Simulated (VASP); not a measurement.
# Mg (P6_3/mmc) in VASP: further runs

The runs below take Mg through relaxation of shape and atoms at fixed volume, with PBE.

Program: VASP 6.6.1. These are calculated values, not measurements. Logs are shortened: lines on timing, memory, paths and dates and some standing lists are left out, and cuts for length are marked.

## 1. The cell of the first run

The structure is hexagonal, space group P6_3/mmc (No. 194). The conventional cell has a = 3.064 Å, b = 3.064 Å, c = 4.968 Å, α = 90.00°, β = 90.00°, γ = 120.00°. Mg (site symmetry -6m2) has 12 Mg at 3.05 to 3.06 Å within 4.0 Å.

## 2. Relaxation of shape and atoms at fixed volume, PBE (volume scaled by 0.880)

INCAR

```
ALGO = Fast
EDIFF = 1E-7
EDIFFG = -0.01
ENCUT = 600
GGA = PE
IBRION = 2
ISIF = 4
ISMEAR = 0
LASPH = True
LCHARG = False
LREAL = False
LWAVE = False
NELM = 80
NSW = 60
PREC = Accurate
SIGMA = 0.05
```

KPOINTS

```
k-points
0
Gamma
  16 16 10
```

POSCAR

```
Mg
1.0
    3.0640437812      0.0000000000      0.0000000000
   -1.5320218906      2.6535397528      0.0000000000
    0.0000000000      0.0000000000      4.9676009887
Mg
2
Direct
    0.3333333333      0.6666666667      0.2500000000
    0.6666666667      0.3333333333      0.7500000000
```

Potentials or basis: VASP PAW PBE potentials, release 64 (Mg).

Run with:

```sh
$ cat potpaw_PBE.64/Mg/POTCAR > POTCAR
$ mpirun -np 1 vasp_std > vasp.out
```

OUTCAR:

```text
EDIFF = 1E-7
   EDIFFG = -0.01
   ENCUT = 600
   GGA = PE
   IBRION = 2
   ISIF = 4
   ISMEAR = 0
   LASPH = True
   LREAL = False
   NELM = 80
   NSW = 60
   PREC = Accurate

 ion  position               nearest neighbor table
   1  0.333  0.667  0.250-   2 3.05   2 3.05   2 3.05   2 3.05   2 3.05   2 3.05
   2  0.667  0.333  0.750-   1 3.05   1 3.05   1 3.05   1 3.05   1 3.05   1 3.05

  LATTYP: Found a hexagonal cell.
 ALAT       =     3.0640437812
 C/A-ratio  =     1.6212565301

  Lattice vectors:

 A1 = (   3.0640437812,   0.0000000000,   0.0000000000)
 A2 = (  -1.5320218906,   2.6535397528,   0.0000000000)
 A3 = (   0.0000000000,   0.0000000000,   4.9676009887)

Analysis of symmetry for initial positions (statically):
=====================================================================
 Subroutine PRICEL returns:
 Original cell was already a primitive cell.

 Routine SETGRP: Setting up the symmetry group for a
 hexagonal supercell.

 Subroutine GETGRP returns: Found 24 space group operations
 (whereof 12 operations were pure point group operations)
 out of a pool of 24 trial point group operations.

The static configuration has the point symmetry D_3d.
 The point group associated with its full space group is D_6h.

Analysis of symmetry for dynamics (positions and initial velocities):
=====================================================================
 Subroutine PRICEL returns:
 Original cell was already a primitive cell.

 Routine SETGRP: Setting up the symmetry group for a
 hexagonal supercell.

 Subroutine GETGRP returns: Found 24 space group operations
 (whereof 12 operations were pure point group operations)
 out of a pool of 24 trial point group operations.

The dynamic configuration has the point symmetry D_3d.
 The point group associated with its full space group is D_6h.

 Subroutine INISYM returns: Found 24 space group operations
 (whereof 12 operations are pure point group operations),
 and found     1 'primitive' translations

----------------------------------------------------------------------------------------

                                     Primitive cell

  volume of cell :      40.3894

  direct lattice vectors                    reciprocal lattice vectors
     3.064043781  0.000000000  0.000000000     0.326366094  0.188427552  0.000000000
    -1.532021891  2.653539753  0.000000000     0.000000000  0.376855104  0.000000000
     0.000000000  0.000000000  4.967600989     0.000000000  0.000000000  0.201304413

  length of vectors
     3.064043781  3.064043781  4.967600989     0.376855104  0.376855104  0.201304413

  position of ions in fractional coordinates (direct lattice)
     0.333333333  0.666666667  0.250000000
     0.666666667  0.333333333  0.750000000

  ion indices of the primitive-cell ions
   primitive index   ion index
                 1           1
                 2           2

----------------------------------------------------------------------------------------

 KPOINTS: k-points

Automatic generation of k-mesh.
 Grid dimensions read from file:
 generate k-points for:   16   16   10

 Generating k-lattice:

  Cartesian coordinates                     Fractional coordinates (reciprocal lattice)
     0.020397881  0.011776722  0.000000000     0.062500000  0.000000000  0.000000000
     0.000000000  0.023553444  0.000000000     0.000000000  0.062500000  0.000000000
     0.000000000  0.000000000  0.020130441     0.000000000  0.000000000  0.100000000

  Length of vectors
     0.023553444  0.023553444  0.020130441

  Shift w.r.t. Gamma in fractional coordinates (k-lattice)
     0.000000000  0.000000000  0.000000000

[... 54 lines left out ...]
   IBRION =      2    ionic relax: 0-MD 1-quasi-New 2-CG
   NFREE  =      1    steps in history (QN), initial steepest desc. (CG)
   ISIF   =      4    stress and relaxation
   ISYM   =      2    0-nonsym 1-usesym 2-fastsym
   POTIM  = 0.5000    time-step for ionic-motion
   TEBEG  =    0.0;   TEEND  =   0.0 temperature during run
   PSTRESS=    0.0 pullay stress
   NELECT =       4.0000    total number of electrons
   NUPDOWN=      -1.0000    fix difference up-down
   EMIN   =  10.00;   EMAX   =-10.00  energy-range for DOS
   EFERMI =   0.00;   METHOD = LEGACY
   ISMEAR =     0;   SIGMA  =   0.05  broadening in eV -4-tet -1-fermi 0-gaus
   EFERMI_NEDOS =   21; number of points for ismear=-14 and -15
   IALGO  =     68    algorithm
   IMIX   =      4    mixing-type and parameters
     AMIX     =   0.40;   BMIX     =  1.00
     AMIX_MAG =   1.60;   BMIX_MAG =  1.00
  volume/ion in A,a.u.               =      20.19       136.28
  Fermi-wavevector in a.u.,A,eV,Ry     =   0.757424  1.431324  7.805542  0.573691
  Thomas-Fermi vector in A             =   1.855767
   LORBIT       =      0    0 simple, 1 ext, 2 COOP (PROOUT), +10 PAW based schemes
   GGA     = PE    functional components
   LHFCALC =     F    Hartree Fock is set to
   AEXX    =    0.0000 exact exchange contribution
   IVDW    =     0    specifies the selected vdW correction
   LEPSILON=     F    determine dielectric tensor
   LRPA    =     F    only Hartree local field effects (RPA)
 conjugate gradient relaxation of ions
 non-spin polarized calculation
 RMM-DIIS sequential band-by-band and
 Gauss-broadening in eV      SIGMA  =   0.05
  energy-cutoff  :      600.00
  volume of cell :       40.39
 maximum number of plane-waves:      1366
   NGX = 13   NGY = 13   NGZ = 19

--------------------------------------- Ionic step        1  -------------------------------------------

 number of electron       4.0000000 magnetization

 Free energy of the ion-electron system (eV)
  ---------------------------------------------------
  ext. energy  EPLUGINS =         0.00000000
  ---------------------------------------------------
  free energy    TOTEN  =        -2.91879656 eV

  energy without entropy =       -2.91780455  energy(sigma->0) =       -2.91830056

------------------------ aborting loop because EDIFF is reached ----------------------------------------

  FORCE on cell =-STRESS in cart. coord.  units (eV):
  Direction    XX          YY          ZZ          XY          YZ          ZX
  --------------------------------------------------------------------------------------
  -------------------------------------------------------------------------------------
  Total        1.4896699      1.4896699      1.4543909      0.0000000     -0.0000000      0.0000000
  in kB       59.0926331     59.0926331     57.6931794      0.0000000     -0.0000000      0.0000000
  external PRESSURE =      58.6261485 kB  Pullay stress =       0.0000000 kB

 VOLUME and BASIS-vectors are now :
 -----------------------------------------------------------------------------
  energy-cutoff  :      600.00
  volume of cell :       40.39
      direct lattice vectors                 reciprocal lattice vectors
     3.064043781  0.000000000  0.000000000     0.326366094  0.188427552  0.000000000
    -1.532021891  2.653539753  0.000000000     0.000000000  0.376855104  0.000000000
     0.000000000  0.000000000  4.967600989     0.000000000  0.000000000  0.201304413

 POSITION                                       TOTAL-FORCE (eV/Angst)
 -----------------------------------------------------------------------------------
     -0.00000      1.76903      1.24190        -0.000000      0.000000      0.000000
      1.53202      0.88451      3.72570         0.000000     -0.000000      0.000000
 -----------------------------------------------------------------------------------
    total drift:                                0.000000     -0.000000      0.000000

  FREE ENERGIE OF THE ION-ELECTRON SYSTEM (eV)
  ---------------------------------------------------
  free  energy   TOTEN  =        -2.9187965648 eV

  energy  without entropy=       -2.9178045533  energy(sigma->0) =       -2.91830056

--------------------------------------- Ionic step        2  -------------------------------------------

 number of electron       4.0000000 magnetization

 Free energy of the ion-electron system (eV)
  ---------------------------------------------------
  ext. energy  EPLUGINS =         0.00000000
  ---------------------------------------------------
  free energy    TOTEN  =        -2.91881450 eV

  energy without entropy =       -2.91782556  energy(sigma->0) =       -2.91832003

 E-fermi :   3.3550     XC(G=0):  -8.8967

 val. band max:        3.3513352148   @ k =   0.2500   0.0000   0.0000
 cond. band min:       3.3607765212   @ k =   0.3125   0.2500   0.2000
 fundamental gap:      0.0094413064
 Fermi energy:         3.3550429907

 k-point     1 :       0.0000    0.0000    0.0000
  band No.  band energies     occupation
      1      -4.1635      2.00000
      2       1.4537      2.00000
      3       2.1266      2.00000
      4      15.0142      0.00000
      5      15.0143      0.00000
      6      15.3961      0.00000
[... 199 lines left out ...]
 k-point    24 :       0.2500    0.1875    0.0000
  band No.  band energies     occupation
      1      -1.1212      2.00000
      2       4.2496      0.00000
      3       4.3958      0.00000
      4       5.5788      0.00000
      5       7.0009      0.00000
      6      10.3201      0.00000

 [... further k-points ...]

------------------------ aborting loop because EDIFF is reached ----------------------------------------

  FORCE on cell =-STRESS in cart. coord.  units (eV):
  Direction    XX          YY          ZZ          XY          YZ          ZX
  --------------------------------------------------------------------------------------
  -------------------------------------------------------------------------------------
  Total        1.4873090      1.4873090      1.4590648      0.0000000     -0.0000000      0.0000000
  in kB       58.9989808     58.9989808     57.8785844      0.0000000     -0.0000000      0.0000000
  external PRESSURE =      58.6255153 kB  Pullay stress =       0.0000000 kB

 VOLUME and BASIS-vectors are now :
 -----------------------------------------------------------------------------
  energy-cutoff  :      600.00
  volume of cell :       40.39
      direct lattice vectors                 reciprocal lattice vectors
     3.064913169  0.000000000  0.000000000     0.326273517  0.188374103  0.000000000
    -1.532456584  2.654292664 -0.000000000    -0.000000000  0.376748206  0.000000000
     0.000000000 -0.000000000  4.964783188    -0.000000000 -0.000000000  0.201418665

 POSITION                                       TOTAL-FORCE (eV/Angst)
 -----------------------------------------------------------------------------------
     -0.00000      1.76953      1.24120         0.000000     -0.000000      0.000000
      1.53246      0.88476      3.72359         0.000000      0.000000     -0.000000
 -----------------------------------------------------------------------------------
    total drift:                                0.000000     -0.000000      0.000000

  FREE ENERGIE OF THE ION-ELECTRON SYSTEM (eV)
  ---------------------------------------------------
  free  energy   TOTEN  =        -2.9188144981 eV

  energy  without entropy=       -2.9178255575  energy(sigma->0) =       -2.91832003

 reached required accuracy - stopping structural energy minimisation
```

Wall time 79 s (1 thread of AMD EPYC 7R13, shared host); peak memory 0.17 GiB.

Results:

```yaml
Free_energy: -2.9188 eV
Energy_gained_by_relaxing: 0.0 meV/atom
Ionic_steps: 2
Pressure_after_relaxing: 5.9 GPa
Band_gap_on_the_k_mesh: zero (band 2 reaches 4.36 eV, above the bottom of band 3 at 2.13 eV)
```

Stress tensor (GPa, compression positive):
```
5.90 0.00 0.00
0.00 5.90 0.00
0.00 0.00 5.79
```

Final structure:
```
CELL_PARAMETERS angstrom
3.06491 0.00000 0.00000
-1.53246 2.65429 0.00000
0.00000 0.00000 4.96478
ATOMIC_POSITIONS crystal
Mg 0.33333 0.66667 0.25000
Mg 0.66667 0.33333 0.75000
```

## 3. Relaxation of shape and atoms at fixed volume, PBE (volume scaled by 0.720)

INCAR

```
  PREC = Accurate
  ENCUT = 600
  EDIFF = 1E-6
  ISMEAR = 0
  SIGMA = 0.05
  LREAL = F
  LASPH = T
  NELM = 60
  ALGO = Normal
  ISIF = 4
  LWAVE = F
  LCHARG = F
  GGA = PE
  IBRION = 2
  NSW = 60
  EDIFFG = -0.01
```

KPOINTS

```
Automatic mesh
0
Gamma
  18 18 10
```

POSCAR

```
Mg
1.0
    2.8695038085      0.0000000000      0.0000000000
   -1.4347519042      2.4850631944      0.0000000000
    0.0000000000      0.0000000000      4.6341794941
Mg
2
Direct
    0.3333333333      0.6666666667      0.2500000000
    0.6666666667      0.3333333333      0.7500000000
```

Potentials or basis: VASP PAW PBE potentials, release 64 (Mg).

Run with:

```sh
$ cat potpaw_PBE.64/Mg/POTCAR > POTCAR
$ mpirun -np 1 vasp_std > vasp.out
```

Wall time 74 s (1 thread of AMD EPYC 7R13, shared host); peak memory 0.17 GiB.

Results (log left out):

| Property | Result |
| --- | --- |
| Free energy | -2.3295 eV |
| Pressure after relaxing | 22.6 GPa |
| Band gap on the k mesh | zero (band 2 reaches 5.58 eV, above the bottom of band 3 at 3.43 eV) |

Stress tensor (GPa, compression positive):
```
22.65  0.00  0.00
 0.00 22.65  0.00
 0.00  0.00 22.57
```

Final structure:
```yaml
crystal:
  lattice:
    - [2.86950, 0.00000, 0.00000]
    - [-1.43475, 2.48506, 0.00000]
    - [0.00000, 0.00000, 4.63418]
  atoms:
    - { symbol: Mg, position: [0.33333, 0.66667, 0.25000] }
    - { symbol: Mg, position: [0.66667, 0.33333, 0.75000] }
```

Levels at points of the mesh, in eV from the Fermi level:
| k point | band 1 | band 2 | band 3 | band 4 | band 5 | band 6 |
| --- | --- | --- | --- | --- | --- | --- |
| (0.00, 0.00, 0.00) | -8.47 | -2.20 | -1.18 | 12.90 | 12.90 | 13.74 |
| (0.50, 0.00, 0.00) | -2.77 | -2.45 | 3.12 | 3.24 | 4.40 | 4.47 |
| (0.00, 0.00, 0.50) | -6.73 | -6.73 | 6.18 | 6.18 | 13.69 | 13.69 |
| (0.50, 0.00, 0.50) | -1.47 | -1.47 | -0.37 | -0.37 | 9.17 | 9.17 |

Caveat: the relaxation stopped at its first step, so nothing moved.

(Part 1 of 2 ends here.)
